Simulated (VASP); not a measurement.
# Pb in VASP: settings compared, part 2 of 2

VASP 6.6.1. The steps go on from the part before.

## 6. Single point, r2SCAN+rVV10

This run uses another cell than the first one, of 30.32 Å³/atom.

POSCAR

```
Pb
1.0
    0.0000000000      2.4750200000      2.4750200000
    2.4750200000      0.0000000000      2.4750200000
    2.4750200000      2.4750200000      0.0000000000
Pb
1
Direct
    0.0000000000      0.0000000000      0.0000000000
```

INCAR.step1

```
PREC     = Accurate       # precision mode
ENCUT    = 550            # plane-wave cutoff, eV
ISMEAR   = -5             # smearing method
SIGMA    = 0.05           # smearing width, eV
LREAL    = False          # projectors in reciprocal space
LASPH    = True           # aspherical terms in the spheres
NELM     = 120            # most SCF steps
NBANDS   = 13             # bands
GGA      = PE             # functional
ALGO     = Normal         # electronic algorithm
EDIFF    = 1E-5           # SCF threshold, eV
LWAVE    = True           # write WAVECAR
LCHARG   = False          # write CHGCAR
GGA_COMPAT= False
```

INCAR.step2

```
PREC     = Accurate       # precision mode
ENCUT    = 550            # plane-wave cutoff, eV
EDIFF    = 1E-6           # SCF threshold, eV
ISMEAR   = -5             # smearing method
SIGMA    = 0.05           # smearing width, eV
LREAL    = False          # projectors in reciprocal space
LASPH    = True           # aspherical terms in the spheres
NELM     = 120            # most SCF steps
ALGO     = Normal         # electronic algorithm
ISIF     = 2              # what is computed and relaxed
LWAVE    = False          # write WAVECAR
LCHARG   = False          # write CHGCAR
METAGGA  = R2SCAN         # meta-GGA
LMIXTAU  = True         
LUSE_VDW = True         
IVDW_NL  = 2            
BPARAM   = 11.95        
CPARAM   = 0.0093       
NBANDS   = 13             # bands
ISTART   = 1            
GGA_COMPAT= False
```

KPOINTS

```
regular mesh
0
Gamma
  9 9 9
```

Potentials or basis: VASP PAW PBE potentials, release 64 (Pb_d).

Command:

```
$ cat potpaw_PBE.64/Pb_d/POTCAR > POTCAR
$ cp INCAR.step1 INCAR
$ mpirun -np 1 vasp_std > vasp.out
$ cp INCAR.step2 INCAR
$ mpirun -np 1 vasp_std > vasp.out
```

OUTCAR:

```text
PREC = Accurate
   ENCUT = 550
   EDIFF = 1E-6
   ISMEAR = -5
   LREAL = False
   LASPH = True
   NELM = 120
   ISIF = 2
   METAGGA = R2SCAN
   IVDW_NL = 2
   BPARAM = 11.95
   ISTART = 1

 ion  position               nearest neighbor table
   1  0.000  0.000  0.000-

  LATTYP: Found a face centered cubic cell.
 ALAT       =     4.9500400000

  Lattice vectors:

 A1 = (   0.0000000000,   2.4750200000,   2.4750200000)
[... 566 lines left out ...]
     11      14.2588      0.00000
     12      26.4988      0.00000
     13      28.2883      0.00000

 [... further k-points ...]

------------------------ aborting loop because EDIFF is reached ----------------------------------------

  FORCE on cell =-STRESS in cart. coord.  units (eV):
  Direction    XX          YY          ZZ          XY          YZ          ZX
  --------------------------------------------------------------------------------------
  -------------------------------------------------------------------------------------
  Total        0.0944082      0.0944082      0.0944082     -0.0000000     -0.0000000      0.0000000
  in kB        4.9883166      4.9883166      4.9883166     -0.0000000     -0.0000000      0.0000000
  external PRESSURE =       4.9883166 kB  Pullay stress =       0.0000000 kB

 VOLUME and BASIS-vectors are now :
 -----------------------------------------------------------------------------
  energy-cutoff  :      550.00
  volume of cell :       30.32
      direct lattice vectors                 reciprocal lattice vectors
     0.000000000  2.475020000  2.475020000    -0.202018570  0.202018570  0.202018570
     2.475020000  0.000000000  2.475020000     0.202018570 -0.202018570  0.202018570
     2.475020000  2.475020000  0.000000000     0.202018570  0.202018570 -0.202018570

 POSITION                                       TOTAL-FORCE (eV/Angst)
 -----------------------------------------------------------------------------------
      0.00000      0.00000      0.00000        -0.000000      0.000000     -0.000000
 -----------------------------------------------------------------------------------
    total drift:                               -0.000000     -0.000000     -0.000000

  FREE ENERGIE OF THE ION-ELECTRON SYSTEM (eV)
  ---------------------------------------------------
  free  energy   TOTEN  =       -55.9228894120 eV

  energy  without entropy=      -55.9228894120  energy(sigma->0) =      -55.92288941
```

OUTCAR.step1:

```text
PREC = Accurate
   ENCUT = 550
   ISMEAR = -5
   LREAL = False
   LASPH = True
   NELM = 120
[... 601 lines left out ...]
 POSITION                                       TOTAL-FORCE (eV/Angst)
 -----------------------------------------------------------------------------------
      0.00000      0.00000      0.00000         0.000000      0.000000      0.000000
 -----------------------------------------------------------------------------------
    total drift:                               -0.000000     -0.000000     -0.000000

  FREE ENERGIE OF THE ION-ELECTRON SYSTEM (eV)
  ---------------------------------------------------
  free  energy   TOTEN  =        -3.5582900445 eV

  energy  without entropy=       -3.5582900445  energy(sigma->0) =       -3.55829004
```

OSZICAR.step1:

```text
N       E                     dE             d eps       ncg     rms          rms(c)
DAV:   1     0.110195281536E+03    0.11020E+03   -0.73444E+03   925   0.132E+03
DAV:   2     0.175104848263E+01   -0.10844E+03   -0.10559E+03   955   0.324E+02
DAV:   3    -0.344495365760E+01   -0.51960E+01   -0.51837E+01  1143   0.745E+01
DAV:   4    -0.356529440412E+01   -0.12034E+00   -0.12027E+00  1087   0.120E+01
DAV:   5    -0.356994492008E+01   -0.46505E-02   -0.46528E-02  1292   0.216E+00    0.523E-01
DAV:   6    -0.356063704067E+01    0.93079E-02   -0.12535E-02  1164   0.199E+00    0.259E-01
DAV:   7    -0.355832945258E+01    0.23076E-02   -0.53773E-03  1200   0.121E+00    0.866E-02
DAV:   8    -0.355829413654E+01    0.35316E-04   -0.38896E-04  1239   0.310E-01    0.924E-03
DAV:   9    -0.355829004449E+01    0.40920E-05   -0.63610E-06   745   0.468E-02
   1 F= -.35582900E+01 E0= -.35582900E+01  d E =0.000000E+00
```

It took 3.8 min on 1 thread of AMD EPYC, shared host; peak memory 0.23 GiB.

What came out:

- Free energy: -55.9229 eV
- Pressure: 0.5 GPa
- Band gap on the k mesh: zero (bands 7 and 8 overlap by 9.39 eV)

Levels at points of the mesh, in eV from the Fermi level:
```tsv
k point	band 3	band 4	band 5	band 6	band 7	band 8	band 9	band 10	band 11	band 12
(0.00, 0.00, 0.00)	-17.78	-17.64	-17.64	-12.39	7.65	7.65	7.65	10.31	12.19	13.00
```

Caveat: the PAW data sets were made with another functional, which shifts forces and pressure a little; spin-orbit coupling is left out, which moves the levels of the heavy elements; tetrahedron occupations give inexact forces and stress in metals.

## 7. Summary

```csv
level,spin,cell,k mesh,cutoff (eV),smearing,grid for exact exchange (PRECFOCK),share of exact exchange,screening parameter,gap on the mesh (eV),pressure (GPa)
PBEsol-based screened hybrid with 25 % exact exchange,off,"a = 3.477 Å, angles 60.0°, 1 atom",5 × 5 × 5,520,fermi-dirac 0.05 eV,Normal,0.25,0.207 1/Å,none,-0.5
PBEsol-based screened hybrid with 25 % exact exchange,off,"a = 3.500 Å, angles 60.0°, 1 atom",5 × 5 × 5,520,fermi-dirac 0.05 eV,Normal,0.25,0.207 1/Å,none,-1.5
PBEsol-based screened hybrid with 25 % exact exchange,off,"a = 3.523 Å, angles 60.0°, 1 atom",5 × 5 × 5,520,fermi-dirac 0.05 eV,Normal,0.25,0.207 1/Å,none,-2.3
revPBE+D3(BJ),"non-collinear, typed start","a = 3.516, b = 3.484, c = 3.461 Å, angles 60.9, 59.7, 61.0°, 1 atom",7 × 7 × 7,520,fermi-dirac 0.025 eV,-,-,-,none,0.1
r2SCAN+rVV10,off,"a = 3.500 Å, angles 60.0°, 1 atom",9 × 9 × 9,550,tetrahedron,-,-,-,none,0.5
```

Alike in all rows: task single point; potentials or basis VASP PAW PBE potentials, release 64 (Pb_d).

Caveats: some runs use coarse meshes; the PAW data sets were made with another functional, which shifts forces and pressure a little; spin-orbit coupling is left out, which moves the levels of the heavy elements; three body term missing (at least some runs); tetrahedron occupations give inexact forces and stress in metals (at least some runs).

Absolute energies hang on the potentials; compare differences alone.
